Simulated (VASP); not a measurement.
# BP (F-43m) in VASP: notebook

BP is run at these levels: r2SCAN; tasks: single point.

Program: VASP 6.6.1. These are calculated values, not measurements. Logs are shortened: lines on timing, memory, paths and dates and some standing lists are left out, and cuts for length are marked.

### 1 The cell of the first run

It takes space group F-43m (No. 216, cubic). The conventional cell has a = 4.568 Å, b = 4.568 Å, c = 4.568 Å, α = 90.00°, β = 90.00°, γ = 90.00°. B (site symmetry -43m) has 4 P at 1.98 Å within 2.6 Å. Within 2.6 Å of P (site symmetry -43m) lie 4 B at 1.98 Å.

### 2 Single point, r2SCAN

File POSCAR:

```
BP
1.0
    0.0000000000      2.2840269280      2.2840269280
    2.2840269280      0.0000000000      2.2840269280
    2.2840269280      2.2840269280      0.0000000000
B P
1 1
Direct
    0.0000000000      0.0000000000      0.0000000000
    0.2500000000      0.2500000000      0.2500000000
```

File INCAR.step1:

```
PREC = Accurate ; ENCUT = 520
ISMEAR = -1 ; SIGMA = 0.02
LREAL = F ; LASPH = T
NELM = 100 ; NBANDS = 11
GGA = PE ; ALGO = Normal
EDIFF = 1E-4 ; LWAVE = T
LCHARG = F
```

File INCAR.step2:

```
PREC = Accurate ; ENCUT = 520
EDIFF = 1E-7 ; ISMEAR = -1
SIGMA = 0.02 ; LREAL = F
LASPH = T ; NELM = 100
ALGO = Normal ; ISIF = 2
LWAVE = F ; LCHARG = F
METAGGA = R2SCAN ; LMIXTAU = T
NBANDS = 11 ; ISTART = 1
```

File KPOINTS:

```
regular mesh
0
Gamma
  8 8 8
```

Potentials or basis: VASP PAW PBE potentials, release 64 (B, P).

Run with:

```bash
$ cat potpaw_PBE.64/B/POTCAR potpaw_PBE.64/P/POTCAR > POTCAR
$ cp INCAR.step1 INCAR
$ mpirun -np 1 vasp_std > vasp.out
$ cp INCAR.step2 INCAR
$ mpirun -np 1 vasp_std > vasp.out
```

OUTCAR:

```text
PREC = Accurate
   ENCUT = 520
   EDIFF = 1E-7
   ISMEAR = -1
   LREAL = F
   LASPH = T
   NELM = 100
   ISIF = 2
   METAGGA = R2SCAN
   ISTART = 1

 ion  position               nearest neighbor table
   1  0.000  0.000  0.000-   2 1.98   2 1.98   2 1.98   2 1.98
   2  0.250  0.250  0.250-   1 1.98   1 1.98   1 1.98   1 1.98

  LATTYP: Found a face centered cubic cell.
 ALAT       =     4.5680538560

  Lattice vectors:

 A1 = (   0.0000000000,   2.2840269280,   2.2840269280)
 A2 = (   2.2840269280,   0.0000000000,   2.2840269280)
 A3 = (   2.2840269280,   2.2840269280,   0.0000000000)

Analysis of symmetry for initial positions (statically):
=====================================================================
 Subroutine PRICEL returns:
 Original cell was already a primitive cell.

 Routine SETGRP: Setting up the symmetry group for a
 face centered cubic supercell.

 Subroutine GETGRP returns: Found 24 space group operations
 (whereof 24 operations were pure point group operations)
 out of a pool of 48 trial point group operations.

The static configuration has the point symmetry T_d .

Analysis of symmetry for dynamics (positions and initial velocities):
=====================================================================
 Subroutine PRICEL returns:
 Original cell was already a primitive cell.

 Routine SETGRP: Setting up the symmetry group for a
 face centered cubic supercell.

 Subroutine GETGRP returns: Found 24 space group operations
 (whereof 24 operations were pure point group operations)
 out of a pool of 48 trial point group operations.

The dynamic configuration has the point symmetry T_d .

 Subroutine INISYM returns: Found 24 space group operations
 (whereof 24 operations are pure point group operations),
 and found     1 'primitive' translations

----------------------------------------------------------------------------------------

                                     Primitive cell

  volume of cell :      23.8305

  direct lattice vectors                    reciprocal lattice vectors
     0.000000000  2.284026928  2.284026928    -0.218911605  0.218911605  0.218911605
     2.284026928  0.000000000  2.284026928     0.218911605 -0.218911605  0.218911605
     2.284026928  2.284026928  0.000000000     0.218911605  0.218911605 -0.218911605

  length of vectors
     3.230101858  3.230101858  3.230101858     0.379166022  0.379166022  0.379166022

  position of ions in fractional coordinates (direct lattice)
     0.000000000  0.000000000  0.000000000
     0.250000000  0.250000000  0.250000000

  ion indices of the primitive-cell ions
   primitive index   ion index
                 1           1
                 2           2

----------------------------------------------------------------------------------------

 KPOINTS: regular mesh

Automatic generation of k-mesh.
 Grid dimensions read from file:
 generate k-points for:    8    8    8

 Generating k-lattice:

  Cartesian coordinates                     Fractional coordinates (reciprocal lattice)
    -0.027363951  0.027363951  0.027363951     0.125000000  0.000000000  0.000000000
     0.027363951 -0.027363951  0.027363951     0.000000000  0.125000000  0.000000000
     0.027363951  0.027363951 -0.027363951     0.000000000  0.000000000  0.125000000

  Length of vectors
     0.047395753  0.047395753  0.047395753

  Shift w.r.t. Gamma in fractional coordinates (k-lattice)
     0.000000000  0.000000000  0.000000000

 Subroutine IBZKPT returns following result:
 ===========================================

 Found     29 irreducible k-points:

 Following reciprocal coordinates:
            Coordinates               Weight
  0.000000  0.000000  0.000000      1.000000
  0.125000  0.000000  0.000000      8.000000
  0.250000  0.000000  0.000000      8.000000
  0.375000  0.000000  0.000000      8.000000
  0.500000  0.000000  0.000000      4.000000
  0.125000  0.125000  0.000000      6.000000
[... 16 lines left out ...]
  0.500000  0.250000  0.125000     48.000000
 -0.375000  0.250000  0.125000     24.000000
 [... further k-points ...]
   k-points           NKPTS =     29   k-points in BZ     NKDIM =     29   number of bands    NBANDS=     11
   number of dos      NEDOS =    301   number of ions     NIONS =      2
   total plane-waves  NPLWV =  13824
   dimension x,y,z NGX =    24 NGY =   24 NGZ =   24
   dimension x,y,z NGXF=    48 NGYF=   48 NGZF=   48
   ions per type =               1   1
   NGX,Y,Z   is equivalent  to a cutoff of  12.35, 12.35, 12.35 a.u.
   NGXF,Y,Z  is equivalent  to a cutoff of  24.70, 24.70, 24.70 a.u.
 SYSTEM =  unknown system
   PREC   = accura    normal or accurate (medium, high low for compatibility)
   ISTART =      1    job   : 0-new  1-cont  2-samecut
   ICHARG =      0    charge: 1-file 2-atom 10-const
   ISPIN  =      1    spin polarized calculation?
   LNONCOLLINEAR =      F non collinear calculations
   LSORBIT =      F    spin-orbit coupling
   LASPH  =      T    aspherical Exc in radial PAW
   ENCUT  =  520.0 eV  38.22 Ry    6.18 a.u.   6.01  6.01  6.01*2*pi/ulx,y,z
   NELM   =    100;   NELMIN=  2; NELMDL=  0     # of ELM steps
   EDIFF  = 0.1E-06   stopping-criterion for ELM
   LREAL  =      F    real-space projection
   EDIFFG = 0.1E-05   stopping-criterion for IOM
   NSW    =      0    number of steps for IOM
   IBRION =     -1    ionic relax: 0-MD 1-quasi-New 2-CG
   NFREE  =      0    steps in history (QN), initial steepest desc. (CG)
   ISIF   =      2    stress and relaxation
   ISYM   =      2    0-nonsym 1-usesym 2-fastsym
   POTIM  = 0.5000    time-step for ionic-motion
   TEBEG  =    0.0;   TEEND  =   0.0 temperature during run
   PSTRESS=    0.0 pullay stress
   NELECT =       8.0000    total number of electrons
   NUPDOWN=      -1.0000    fix difference up-down
   EMIN   =  10.00;   EMAX   =-10.00  energy-range for DOS
   EFERMI =   0.00;   METHOD = LEGACY
   ISMEAR =    -1;   SIGMA  =   0.02  broadening in eV -4-tet -1-fermi 0-gaus
   EFERMI_NEDOS =   21; number of points for ismear=-14 and -15
   IALGO  =     38    algorithm
   IMIX   =      4    mixing-type and parameters
     AMIX     =   0.40;   BMIX     =  1.00
     AMIX_MAG =   1.60;   BMIX_MAG =  1.00
  volume/ion in A,a.u.               =      11.92        80.41
  Fermi-wavevector in a.u.,A,eV,Ry     =   1.137785  2.150102 17.613492  1.294555
  Thomas-Fermi vector in A             =   2.274490
   LORBIT       =      0    0 simple, 1 ext, 2 COOP (PROOUT), +10 PAW based schemes
   METAGGA = R2SCAN    functional components
   LHFCALC =     F    Hartree Fock is set to
   AEXX    =    0.0000 exact exchange contribution
   IVDW    =     0    specifies the selected vdW correction
   LEPSILON=     F    determine dielectric tensor
   LRPA    =     F    only Hartree local field effects (RPA)
 non-spin polarized calculation
  energy-cutoff  :      520.00
  volume of cell :       23.83
 maximum number of plane-waves:       660
   NGX = 13   NGY = 13   NGZ = 13

 number of electron       7.9999999 magnetization

 Free energy of the ion-electron system (eV)
  ---------------------------------------------------
  ext. energy  EPLUGINS =         0.00000000
  ---------------------------------------------------
  free energy    TOTEN  =       -17.30311212 eV

  energy without entropy =      -17.30311212  energy(sigma->0) =      -17.30311212

 E-fermi :   7.6350     XC(G=0): -11.4110

 val. band max:        7.1551015119   @ k =   0.0000   0.0000   0.0000
 cond. band min:       8.6553980957   @ k =   0.3750   0.3750   0.0000
 fundamental gap:      1.5002965838
 Fermi energy:         7.6350332373

 k-point     1 :       0.0000    0.0000    0.0000
  band No.  band energies     occupation
      1      -8.9222      2.00000
      2       7.1551      2.00000
      3       7.1551      2.00000
      4       7.1551      2.00000
      5      10.7663      0.00000
      6      10.7663      0.00000
      7      10.7663      0.00000
      8      14.8495      0.00000
      9      19.4106      0.00000
     10      19.7470      0.00000
     11      19.7470      0.00000

 k-point     2 :       0.1250    0.0000    0.0000
  band No.  band energies     occupation
      1      -8.6316      2.00000
      2       5.2246      2.00000
      3       6.7099      2.00000
      4       6.7099      2.00000
      5      11.3405      0.00000
      6      11.3857      0.00000
      7      11.3857      0.00000
      8      15.7035      0.00000
      9      18.8641      0.00000
     10      18.8641      0.00000
     11      20.2620      0.00000

 k-point     3 :       0.2500    0.0000    0.0000
  band No.  band energies     occupation
      1      -7.7799      2.00000
      2       2.1185      2.00000
      3       5.9893      2.00000
      4       5.9893      2.00000
      5      11.4100      0.00000
      6      12.2030      0.00000
      7      12.2030      0.00000
      8      17.3434      0.00000
      9      18.6261      0.00000
     10      18.6261      0.00000
     11      20.9147      0.00000

 k-point     4 :       0.3750    0.0000    0.0000
  band No.  band energies     occupation
      1      -6.4812      2.00000
      2      -0.7007      2.00000
      3       5.4880      2.00000
      4       5.4880      2.00000
      5      11.2440      0.00000
      6      12.2780      0.00000
      7      12.2780      0.00000
      8      18.0262      0.00000
      9      20.3727      0.00000
     10      20.3727      0.00000
     11      21.6978      0.00000
[... 239 lines left out ...]
 k-point    22 :       0.3750    0.2500    0.1250
  band No.  band energies     occupation
      1      -7.0317      2.00000
      2       1.9832      2.00000
      3       3.2438      2.00000
      4       5.0971      2.00000
      5      10.8970      0.00000
      6      13.5118      0.00000
      7      13.7562      0.00000
      8      15.0953      0.00000
      9      19.3158      0.00000
     10      21.7737      0.00000
     11      23.5353      0.00000

 k-point    23 :       0.5000    0.2500    0.1250
  band No.  band energies     occupation
      1      -5.7630      2.00000
      2      -0.2460      2.00000
      3       2.5498      2.00000
      4       4.3112      2.00000
      5      11.5994      0.00000
      6      12.9462      0.00000
      7      14.9123      0.00000
      8      15.9505      0.00000
      9      20.2853      0.00000
     10      21.2052      0.00000
     11      25.0470      0.00000

 k-point    24 :      -0.3750    0.2500    0.1250
  band No.  band energies     occupation
      1      -4.8187      2.00000
      2      -1.6274      2.00000
      3       2.4574      2.00000
      4       3.9357      2.00000
      5      11.7116      0.00000
      6      12.6419      0.00000
      7      15.9211      0.00000
      8      17.5359      0.00000
      9      18.1474      0.00000
     10      22.3208      0.00000
     11      24.7898      0.00000

 [... further k-points ...]
[... 5 lines left out ...]
  --------------------------------------------------------------------------------------
  -------------------------------------------------------------------------------------
  Total       -0.5733492     -0.5733492     -0.5733492      0.0000000      0.0000000      0.0000000
  in kB      -38.5474945    -38.5474945    -38.5474945      0.0000000      0.0000000      0.0000000
  external PRESSURE =     -38.5474945 kB  Pullay stress =       0.0000000 kB

 VOLUME and BASIS-vectors are now :
 -----------------------------------------------------------------------------
  energy-cutoff  :      520.00
  volume of cell :       23.83
      direct lattice vectors                 reciprocal lattice vectors
     0.000000000  2.284026928  2.284026928    -0.218911605  0.218911605  0.218911605
     2.284026928  0.000000000  2.284026928     0.218911605 -0.218911605  0.218911605
     2.284026928  2.284026928  0.000000000     0.218911605  0.218911605 -0.218911605

 POSITION                                       TOTAL-FORCE (eV/Angst)
 -----------------------------------------------------------------------------------
      0.00000      0.00000      0.00000        -0.000000     -0.000000     -0.000000
      1.14201      1.14201      1.14201         0.000000      0.000000      0.000000
 -----------------------------------------------------------------------------------
    total drift:                                0.000000      0.000000      0.000000

  FREE ENERGIE OF THE ION-ELECTRON SYSTEM (eV)
  ---------------------------------------------------
  free  energy   TOTEN  =       -17.3031121240 eV

  energy  without entropy=      -17.3031121240  energy(sigma->0) =      -17.30311212
```

It took 12 s on 1 thread of Intel Xeon 6975P-C (Granite Rapids), shared host; peak memory 0.14 GiB.

Results:

```yaml
Free_energy: -17.3031 eV
Pressure: -3.9 GPa
Band_gap_on_the_k_mesh: 1.50 eV, indirect (least direct gap 3.61 eV)
```

Levels at points of the mesh, in eV from the valence-band top:
| k point | band 2 | band 3 | band 4 | band 5 | band 6 | band 7 |
| --- | --- | --- | --- | --- | --- | --- |
| (0.00, 0.00, 0.00) | 0.00 | 0.00 | 0.00 | 3.61 | 3.61 | 3.61 |
| (0.50, 0.00, 0.00) | -9.35 | -1.84 | -1.84 | 4.01 | 5.02 | 5.02 |
| (0.50, 0.50, 0.00) | -9.02 | -4.27 | -4.27 | 1.58 | 1.93 | 12.87 |

Caveat: the PAW data sets were made with another functional, which shifts forces and pressure a little. r2SCAN opens gaps a little over a GGA but as a rule still falls short of measured ones.

### 3 Single point, r2SCAN

This run uses another cell than the first one, of 12.15 Å³/atom, 1.020 times its volume.

File POSCAR:

```
BP
1.0
    0.0000000000      2.2988586873      2.2988586873
    2.2988586873      0.0000000000      2.2988586873
    2.2988586873      2.2988586873      0.0000000000
B P
1 1
Direct
    0.0000000000      0.0000000000      0.0000000000
    0.2500000000      0.2500000000      0.2500000000
```

File INCAR.step1:

```
PREC     = Accurate       # precision mode
ENCUT    = 520            # plane-wave cutoff, eV
ISMEAR   = -1             # smearing method
SIGMA    = 0.02           # smearing width, eV
LREAL    = False          # projectors in reciprocal space
LASPH    = True           # aspherical terms in the spheres
NELM     = 60             # most SCF steps
NBANDS   = 11             # bands
GGA      = PE             # functional
ALGO     = Normal         # electronic algorithm
EDIFF    = 1E-4           # SCF threshold, eV
LWAVE    = True           # write WAVECAR
LCHARG   = False          # write CHGCAR
```

File INCAR.step2:

```
PREC     = Accurate       # precision mode
ENCUT    = 520            # plane-wave cutoff, eV
EDIFF    = 1E-6           # SCF threshold, eV
ISMEAR   = -1             # smearing method
SIGMA    = 0.02           # smearing width, eV
LREAL    = False          # projectors in reciprocal space
LASPH    = True           # aspherical terms in the spheres
NELM     = 60             # most SCF steps
ALGO     = Normal         # electronic algorithm
ISIF     = 2              # what is computed and relaxed
LWAVE    = False          # write WAVECAR
LCHARG   = True           # write CHGCAR
METAGGA  = R2SCAN         # meta-GGA
LMIXTAU  = True         
LELF     = True           # ELF
LVHAR    = True         
NBANDS   = 11             # bands
ISTART   = 1
```

KPOINTS is that of step 2.

Potentials or basis: VASP PAW PBE potentials, release 64 (B, P).

Run with:

```bash
$ cat potpaw_PBE.64/B/POTCAR potpaw_PBE.64/P/POTCAR > POTCAR
$ cp INCAR.step1 INCAR
$ mpirun -np 1 vasp_std > vasp.out
$ cp INCAR.step2 INCAR
$ mpirun -np 1 vasp_std > vasp.out
```

Run time: 11 s. Hardware: 1 thread of Intel Xeon 6975P-C (Granite Rapids), shared host; peak memory 0.13 GiB.

It converged, with:

```
Free energy            : -17.2879 eV
Pressure               : -6.8 GPa
Band gap on the k mesh : 1.52 eV, indirect (least direct gap 3.58 eV)
```

Levels at points of the mesh, in eV from the valence-band top:
```
           k point  band 1  band 2  band 3  band 4  band 5  band 6  band 7  band 8
(0.00, 0.00, 0.00)  -15.90    0.00    0.00    0.00    3.58    3.58    3.58    7.39
(0.50, 0.00, 0.00)  -12.56   -9.21   -1.81   -1.81    3.89    5.01    5.01   10.77
(0.50, 0.50, 0.00)  -10.95   -8.92   -4.20   -4.20    1.61    1.94   12.68   12.68
```

Caveat: the PAW data sets were made with another functional, which shifts forces and pressure a little. A k mesh can miss the band edges.

### 4 Single point, r2SCAN

This run uses another cell than the first one, of 12.38 Å³/atom, 1.039 times its volume.

File POSCAR:

```
BP
1.0
    0.0000000000      2.3135014941      2.3135014941
    2.3135014941      0.0000000000      2.3135014941
    2.3135014941      2.3135014941      0.0000000000
B P
1 1
Direct
    0.0000000000      0.0000000000      0.0000000000
    0.2500000000      0.2500000000      0.2500000000
```

File INCAR.step1:

```
SYSTEM = BP
PREC     = Accurate       ! precision mode
ENCUT    = 520            ! plane-wave cutoff, eV
ISMEAR   = -1             ! smearing method
SIGMA    = 0.02           ! smearing width, eV
LREAL    = .False.        ! projectors in reciprocal space
LASPH    = .True.         ! aspherical terms in the spheres
NELM     = 100            ! most SCF steps
NBANDS   = 11             ! bands
GGA      = PE             ! functional
ALGO     = Normal         ! electronic algorithm
EDIFF    = 1E-4           ! SCF threshold, eV
LWAVE    = .True.         ! write WAVECAR
LCHARG   = .False.        ! write CHGCAR
```

File INCAR.step2:

```
SYSTEM = BP
PREC     = Accurate       ! precision mode
ENCUT    = 520            ! plane-wave cutoff, eV
EDIFF    = 1E-7           ! SCF threshold, eV
ISMEAR   = -1             ! smearing method
SIGMA    = 0.02           ! smearing width, eV
LREAL    = .False.        ! projectors in reciprocal space
LASPH    = .True.         ! aspherical terms in the spheres
NELM     = 100            ! most SCF steps
ALGO     = Normal         ! electronic algorithm
ISIF     = 2              ! what is computed and relaxed
LWAVE    = .False.        ! write WAVECAR
LCHARG   = .True.         ! write CHGCAR
METAGGA  = R2SCAN         ! meta-GGA
LMIXTAU  = .True.       
LELF     = .True.         ! ELF
LVHAR    = .True.       
NBANDS   = 11             ! bands
ISTART   = 1
```

File KPOINTS:

```
Automatic mesh
0
Gamma
  8 8 8
  0 0 0
```

Run with:

```bash
$ cat potpaw_PBE.64/B/POTCAR potpaw_PBE.64/P/POTCAR > POTCAR
$ cp INCAR.step1 INCAR
$ mpirun -np 1 vasp_std > vasp.out
$ cp INCAR.step2 INCAR
$ mpirun -np 1 vasp_std > vasp.out
```

It took 17 s on 1 thread of Intel Xeon 6975P-C (Granite Rapids), shared host; peak memory 0.13 GiB.

It converged, with:

```yaml
Free_energy: -17.2645 eV
Pressure: -9.4 GPa
Band_gap_on_the_k_mesh: 1.54 eV, indirect (least direct gap 3.56 eV)
```

Levels at points of the mesh, in eV from the valence-band top:
| k point | band 1 | band 2 | band 3 | band 4 | band 5 | band 6 | band 7 | band 8 | band 9 |
| --- | --- | --- | --- | --- | --- | --- | --- | --- | --- |
| (0.00, 0.00, 0.00) | -15.73 | 0.00 | 0.00 | 0.00 | 3.56 | 3.56 | 3.56 | 7.09 | 11.98 |
| (0.50, 0.00, 0.00) | -12.46 | -9.08 | -1.79 | -1.79 | 3.78 | 4.99 | 4.99 | 10.69 | 15.10 |
| (0.50, 0.50, 0.00) | -10.89 | -8.82 | -4.13 | -4.13 | 1.65 | 1.96 | 12.49 | 12.49 | 15.67 |

Caveat: the PAW data sets were made with another functional, which shifts forces and pressure a little. r2SCAN opens gaps a little over a GGA but as a rule still falls short of measured ones.

### 5 Overview

```tsv
cell	gap on the mesh (eV)	pressure (GPa)
a = 3.230 Å, angles 60.0°, 2 atoms	1.50	-3.9
a = 3.251 Å, angles 60.0°, 2 atoms	1.52	-6.8
a = 3.272 Å, angles 60.0°, 2 atoms	1.54	-9.4
```

Alike in all rows: task single point; level r2SCAN; potentials or basis VASP PAW PBE potentials, release 64 (B, P); no spin polarisation; k mesh 8 × 8 × 8; cutoff (eV) 520; smearing fermi-dirac 0.02 eV.

Caveats: the PAW data sets were made with another functional, which shifts forces and pressure a little.

Absolute energies hang on the potentials; compare differences alone.
